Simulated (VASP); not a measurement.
Write the native input for VASP 6.6.1 that does the following.

```
Task                   : single point
Functional             : PBE
Potentials or basis    : VASP PAW PBE potentials, release 64 (Hf_pv, O)
Cutoff                 : 520 eV
k mesh                 : 6 × 6 × 4
Occupations            : gaussian, width 0.05 eV
Spin                   : no spin polarisation
Dipole correction      : no
Further INCAR settings : ALGO = Normal; EDIFF = 1e-06; NBANDS = 31
```

The structure of HfO2 lies in POSCAR:

```
HfO2
1.0
    3.6043047840      0.0000000000      0.0000000000
    0.0000000000      3.6043047840      0.0000000000
    0.0000000000      0.0000000000      5.2639672632
Hf O
2 4
Direct
    0.5000000000      0.5000000000      0.5000000000
    0.0000000000      0.0000000000      0.0000000000
    0.0289932998      0.5000000000      0.7044581267
    0.5000000000      0.0000000000      0.8067479052
    0.5000000000      0.0000000000      0.3067479052
    0.0000000000      0.5000000000      0.1932520948
```

This cell differs from its parent crystal: atom 3 (O) moved -0.120 Å towards its neighbour atom 1 (Hf) at 2.069 Å.

These files were run (other wordings do the same):

INCAR

```
SYSTEM = HfO2
PREC = Accurate
ENCUT = 520
EDIFF = 1E-6
ISMEAR = 0
SIGMA = 0.05
LREAL = .False.
LASPH = .True.
NELM = 60
ALGO = Normal
ISIF = 2
LWAVE = .False.
LCHARG = .True.
GGA = PE
LELF = .True.
LVHAR = .True.
NBANDS = 31
```

KPOINTS

```
regular mesh
0
Gamma
  6 6 4
  0 0 0
```

Potentials or basis: VASP PAW PBE potentials, release 64 (Hf_pv, O).

Command:

```bash
$ cat potpaw_PBE.64/Hf_pv/POTCAR potpaw_PBE.64/O/POTCAR > POTCAR
$ mpirun -np 1 vasp_std > vasp.out
```

It gave:

```json
{
 "Pressure": "-3.1 GPa",
 "Largest force": "1.737 eV/Å",
 "Band gap on the k mesh": "4.57 eV (least direct gap 4.64 eV)"
}
```

Caveat: the cell differs from its parent crystal (atom 3 (O) moved -0.120 Å towards its neighbour atom 1 (Hf) at 2.069 Å); the cell stands under tension; spin-orbit coupling is left out, which moves the levels of the heavy elements; forces of over 1 eV/Å act on the atoms, so gaps and moduli don't describe the material at rest.

Run time: 2.5 min on 1 thread of Intel Xeon 8259CL, on a shared host, peak memory 0.24 GiB.
